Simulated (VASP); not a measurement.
MgSe, 2 atoms in the cell. It takes space group Fm-3m (No. 225, cubic). The conventional cell has a = 5.473 Å, b = 5.473 Å, c = 5.473 Å, α = 90.00°, β = 90.00°, γ = 90.00°. Within 3.6 Å of Mg (site symmetry m-3m) lie 6 Se at 2.74 Å. Within 3.6 Å of Se (site symmetry m-3m) lie 6 Mg at 2.74 Å. 

| Quantity | Value |
| --- | --- |
| Program | VASP 6.6.1 |
| Task | single point |
| Functional | PBE |
| Potentials or basis | VASP PAW PBE potentials, release 64 (Mg, Se) |
| Cutoff | 600 eV |
| k mesh | 8 × 8 × 8 |
| Occupations | fermi-dirac, width 0.02 eV |
| Spin | no spin polarisation |
| Dipole correction | no |
| Further INCAR settings | ALGO = Normal; EDIFF = 1e-06; NBANDS = 11 |

Potentials or basis: VASP PAW PBE potentials, release 64 (Mg, Se).

Launch:

```bash
$ cat potpaw_PBE.64/Mg/POTCAR potpaw_PBE.64/Se/POTCAR > POTCAR
$ mpirun -np 1 vasp_std > vasp.out
```

Hardware: 1 thread of Intel Xeon 8259CL (shared host).

Task: How long does it take, and how much memory?

Result: It took 20 s on 1 thread of Intel Xeon 8259CL, with other jobs on the host, peak memory 0.18 GiB. Counts: scf iterations 12, k points 29.
